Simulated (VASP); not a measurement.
A run of VASP 6.6.1 is set up as follows.

INCAR

```
SYSTEM = Ta
ALGO = Normal ; EDIFF = 1E-6
ENCUT = 520 ; GGA = PE
ISIF = 2 ; ISMEAR = 0
LASPH = .True. ; LCHARG = .False.
LREAL = .False. ; LWAVE = .False.
NBANDS = 12 ; NELM = 80
PREC = Accurate ; SIGMA = 0.15
```

File KPOINTS:

```
k-points
0
Gamma
  18 18 18
  0 0 0
```

File POSCAR:

```
Ta
1.0
   -1.6594835689      1.6594835689      1.9084061042
    1.6594835689     -1.6594835689      1.9084061042
    1.6594835689      1.6594835689     -1.9084061042
Ta
1
Direct
    0.0000000000      0.0000000000      0.0000000000
```

Potentials or basis: VASP PAW PBE potentials, release 64 (Ta_pv).

The run is started by

```console
$ cat potpaw_PBE.64/Ta_pv/POTCAR > POTCAR
$ mpirun -np 1 vasp_std > vasp.out
```

**Question.** What does it give for the band gap on the k mesh?

**Answer.** Zero (an odd number of electrons rules out a gap without spin polarisation).

**Question.** Predict the pressure.

**Answer.** -19.8 GPa.

Stress tensor (GPa, compression positive):
```
-17.25   0.00   0.00
  0.00 -17.25   0.00
  0.00   0.00 -24.79
```

Caveat: the cell differs from its parent crystal (normal strain along x +0.0000, normal strain along z +0.1500); the stress differs along the axes, from -25 to -17 GPa; spin-orbit coupling is left out, which moves the levels of the heavy elements.
